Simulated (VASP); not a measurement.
# InP (F-43m) in VASP: single point with PBE

Aim: the single point of InP with PBE.

Everything below comes from runs of VASP 6.6.1. Logs are shortened: lines on timing, memory, paths and dates and some standing lists are left out, and cuts for length are marked.

## 1. The cell of the first run

It takes space group F-43m (No. 216, cubic). Conventional cell: a = 5.861 Å, b = 5.861 Å, c = 5.861 Å, α = 90.00°, β = 90.00°, γ = 90.00°. In (site symmetry -43m) has 4 P at 2.54 Å within 3.3 Å. P (site symmetry -43m) has 4 In at 2.54 Å within 3.3 Å.

## 2. Single point, PBE, non-collinear spin, zero start, spin-orbit coupling

Input file INCAR:

```
PREC     = Accurate       # precision mode
ENCUT    = 520            # plane-wave cutoff, eV
EDIFF    = 1E-6           # SCF threshold, eV
ISMEAR   = 0              # smearing method
SIGMA    = 0.01           # smearing width, eV
LREAL    = False          # projectors in reciprocal space
LASPH    = True           # aspherical terms in the spheres
NELM     = 150            # most SCF steps
ALGO     = Normal         # electronic algorithm
ISIF     = 2              # what is computed and relaxed
LWAVE    = False          # write WAVECAR
LCHARG   = True           # write CHGCAR
LNONCOLLINEAR= True           # non-collinear magnetism
MAGMOM   = 0 0 0 0 0 0    # initial moments
LORBIT   = 11             # projections on sites
LSORBIT  = True           # spin-orbit coupling
GGA_COMPAT= False        
LORBMOM  = True         
GGA      = PE             # functional
LVHAR    = True         
NBANDS   = 30             # bands
```

Input file KPOINTS:

```
regular mesh
0
Gamma
  6 6 6
```

Input file POSCAR:

```
InP
1.0
    0.0000000000      2.9305000000      2.9305000000
    2.9305000000      0.0000000000      2.9305000000
    2.9305000000      2.9305000000      0.0000000000
In P
1 1
Direct
    0.0000000000      0.0000000000      0.0000000000
    0.2500000000      0.2500000000      0.2500000000
```

Potentials or basis: VASP PAW PBE potentials, release 64 (In_d, P).

Run with:

```console
$ cat potpaw_PBE.64/In_d/POTCAR potpaw_PBE.64/P/POTCAR > POTCAR
$ mpirun -np 1 vasp_ncl > vasp.out
```

OUTCAR:

```text
PREC = Accurate
   ENCUT = 520
   EDIFF = 1E-6
   ISMEAR = 0
   LREAL = False
   LASPH = True
   NELM = 150
   ISIF = 2
   LNONCOLLINEAR = True
   LORBIT = 11
   LSORBIT = True
   GGA = PE

 ion  position               nearest neighbor table
   1  0.000  0.000  0.000-   2 2.54   2 2.54   2 2.54   2 2.54
   2  0.250  0.250  0.250-   1 2.54   1 2.54   1 2.54   1 2.54

  LATTYP: Found a face centered cubic cell.
 ALAT       =     5.8610000000

  Lattice vectors:

 A1 = (   0.0000000000,   2.9305000000,   2.9305000000)
 A2 = (   2.9305000000,   0.0000000000,   2.9305000000)
 A3 = (   2.9305000000,   2.9305000000,   0.0000000000)

Analysis of symmetry for initial positions (statically):
=====================================================================
 Subroutine PRICEL returns:
 Original cell was already a primitive cell.

 Routine SETGRP: Setting up the symmetry group for a
 face centered cubic supercell.

 Subroutine GETGRP returns: Found 24 space group operations
 (whereof 24 operations were pure point group operations)
 out of a pool of 48 trial point group operations.

The static configuration has the point symmetry T_d .

Analysis of symmetry for dynamics (positions and initial velocities):
=====================================================================
 Subroutine PRICEL returns:
 Original cell was already a primitive cell.

 Routine SETGRP: Setting up the symmetry group for a
 face centered cubic supercell.

 Subroutine GETGRP returns: Found 24 space group operations
 (whereof 24 operations were pure point group operations)
 out of a pool of 48 trial point group operations.

The dynamic configuration has the point symmetry T_d .

Analysis of structural, dynamic, and magnetic symmetry:
=====================================================================
 Subroutine PRICEL returns:
 Original cell was already a primitive cell.

 Routine SETGRP: Setting up the symmetry group for a
 face centered cubic supercell.

 Subroutine GETGRP returns: Found 24 space group operations
 (whereof 24 operations were pure point group operations)
 out of a pool of 48 trial point group operations.

The overall configuration has the point symmetry T_d .

 Subroutine INISYM returns: Found 24 space group operations
 (whereof 24 operations are pure point group operations),
 and found     1 'primitive' translations

----------------------------------------------------------------------------------------

[... 896 lines left out ...]
 -----------------------------------------------------------------------------------
    total drift:                                0.000000      0.000000      0.000000

  FREE ENERGIE OF THE ION-ELECTRON SYSTEM (eV)
  ---------------------------------------------------
  free  energy   TOTEN  =        -8.4062413929 eV

  energy  without entropy=       -8.4062413929  energy(sigma->0) =       -8.40624139

 orbital moment (x)

 # of ion     p       d       tot
 ----------------------------------------
  1         0.000  -0.000  -0.000
  2        -0.000   0.000  -0.000
 ----------------------------------------
           -0.000  -0.000  -0.000

 orbital moment (y)

 # of ion     p       d       tot
 ----------------------------------------
  1        -0.000   0.000  -0.000
  2         0.000   0.000   0.000
 ----------------------------------------
            0.000   0.000   0.000

 orbital moment (z)

 # of ion     p       d       tot
 ----------------------------------------
  1         0.000  -0.000  -0.000
  2         0.000   0.000   0.000
 ----------------------------------------
            0.000  -0.000  -0.000

 Spin-Orbit-Coupling matrix elements

 Ion:    1  E_soc:     -0.0716894
 l=   1
     0.0000000    -0.0054445    -0.0054445
    -0.0054445     0.0000000    -0.0054445
    -0.0054445    -0.0054445     0.0000000
 l=   2
     0.0000000    -0.0013337     0.0000000    -0.0013337    -0.0051701
    -0.0013337     0.0000000    -0.0038775    -0.0013337    -0.0012925
     0.0000000    -0.0038775     0.0000000    -0.0038775     0.0000000
    -0.0013337    -0.0013337    -0.0038775     0.0000000    -0.0012925
    -0.0051701    -0.0012925     0.0000000    -0.0012925     0.0000000
 l=   3
     0.0000000     0.0000000     0.0000000     0.0000000     0.0000000     0.0000000     0.0000000
     0.0000000     0.0000000     0.0000000     0.0000000     0.0000000     0.0000000     0.0000000
     0.0000000     0.0000000     0.0000000     0.0000000     0.0000000     0.0000000     0.0000000
     0.0000000     0.0000000     0.0000000     0.0000000     0.0000000     0.0000000     0.0000000
     0.0000000     0.0000000     0.0000000     0.0000000     0.0000000     0.0000000     0.0000000
     0.0000000     0.0000000     0.0000000     0.0000000     0.0000000     0.0000000     0.0000000
     0.0000000     0.0000000     0.0000000     0.0000000     0.0000000     0.0000000     0.0000000

 Ion:    2  E_soc:     -0.0010873
 l=   1
     0.0000000    -0.0001812    -0.0001812
    -0.0001812     0.0000000    -0.0001812
    -0.0001812    -0.0001812     0.0000000
 l=   2
     0.0000000     0.0000000     0.0000000     0.0000000     0.0000000
     0.0000000     0.0000000     0.0000000     0.0000000     0.0000000
     0.0000000     0.0000000     0.0000000     0.0000000     0.0000000
     0.0000000     0.0000000     0.0000000     0.0000000     0.0000000
     0.0000000     0.0000000     0.0000000     0.0000000     0.0000000
 l=   3
     0.0000000     0.0000000     0.0000000     0.0000000     0.0000000     0.0000000     0.0000000
     0.0000000     0.0000000     0.0000000     0.0000000     0.0000000     0.0000000     0.0000000
     0.0000000     0.0000000     0.0000000     0.0000000     0.0000000     0.0000000     0.0000000
     0.0000000     0.0000000     0.0000000     0.0000000     0.0000000     0.0000000     0.0000000
     0.0000000     0.0000000     0.0000000     0.0000000     0.0000000     0.0000000     0.0000000
     0.0000000     0.0000000     0.0000000     0.0000000     0.0000000     0.0000000     0.0000000
     0.0000000     0.0000000     0.0000000     0.0000000     0.0000000     0.0000000     0.0000000

 total charge

# of ion       s       p       d       tot
------------------------------------------
    1        0.825   0.770   9.901  11.496
    2        1.028   1.500   0.000   2.528
--------------------------------------------------
tot          1.854   2.270   9.901  14.025

 magnetization (x)

# of ion       s       p       d       tot
------------------------------------------
    1       -0.000   0.000   0.000   0.000
    2       -0.000   0.000   0.000  -0.000
--------------------------------------------------
tot         -0.000   0.000   0.000   0.000

 magnetization (y)

# of ion       s       p       d       tot
------------------------------------------
    1       -0.000   0.000   0.000   0.000
    2        0.000   0.000   0.000   0.000
--------------------------------------------------
tot          0.000   0.000   0.000   0.000

 magnetization (z)

# of ion       s       p       d       tot
------------------------------------------
    1        0.000  -0.000   0.000  -0.000
    2       -0.000  -0.000   0.000  -0.000
--------------------------------------------------
tot         -0.000  -0.000   0.000  -0.000
```

OSZICAR:

```text
N       E                     dE             d eps       ncg     rms          rms(c)
DAV:   1     0.157176233385E+03    0.15718E+03   -0.80410E+03  1332   0.136E+03
DAV:   2     0.872553924031E+01   -0.14845E+03   -0.14138E+03  1352   0.364E+02
DAV:   3    -0.805700335700E+01   -0.16783E+02   -0.16486E+02  1646   0.127E+02
DAV:   4    -0.879230222840E+01   -0.73530E+00   -0.73375E+00  1634   0.271E+01
DAV:   5    -0.883053760022E+01   -0.38235E-01   -0.38229E-01  1970   0.573E+00    0.576E+00
DAV:   6    -0.842942449450E+01    0.40111E+00   -0.53228E-01  1898   0.140E+01    0.337E+00
DAV:   7    -0.840596351274E+01    0.23461E-01   -0.26070E-01  2100   0.378E+00    0.141E+00
DAV:   8    -0.840523823374E+01    0.72528E-03   -0.18847E-02  2022   0.195E+00    0.803E-01
DAV:   9    -0.840598614760E+01   -0.74791E-03   -0.21420E-03  1556   0.317E-01    0.207E-01
DAV:  10    -0.840609009284E+01   -0.10395E-03   -0.99395E-04  1876   0.581E-01    0.120E-01
DAV:  11    -0.840623168275E+01   -0.14159E-03   -0.30066E-04  1686   0.200E-01    0.168E-02
DAV:  12    -0.840624129243E+01   -0.96097E-05   -0.33328E-05  1776   0.463E-02    0.205E-02
DAV:  13    -0.840624139293E+01   -0.10051E-06   -0.24808E-06  1620   0.116E-02
   1 F= -.84062414E+01 E0= -.84062414E+01  d E =-.124044E-44  mag=    -0.0000     0.0000    -0.0000
```

stdout:

```text
POSCAR found type information on POSCAR InP
 POSCAR found :  2 types and       2 ions
 scaLAPACK will be used
 LDA part: xc-table for (Slater+PW92), standard interpolation
 POSCAR, INCAR and KPOINTS ok, starting setup
 FFT: planning ... GRIDC
 FFT: planning ... GRID_SOFT
 FFT: planning ... GRID
 WAVECAR not read
 entering main loop
```

It took 32 s on 1 thread of Intel Xeon 6975P-C (Granite Rapids), shared host; peak memory 0.32 GiB.

What came out:

```
Free energy                                           : -8.4062 eV
Pressure                                              : 3.2 GPa
Net moment                                            : 0.00 μB per cell
Valence electrons inside the program's atomic spheres : In 11.50; P 2.53
```

Moments on the atoms (μB; x, y, z):
```
In  0.00 0.00 0.00
P   0.00 0.00 0.00
```
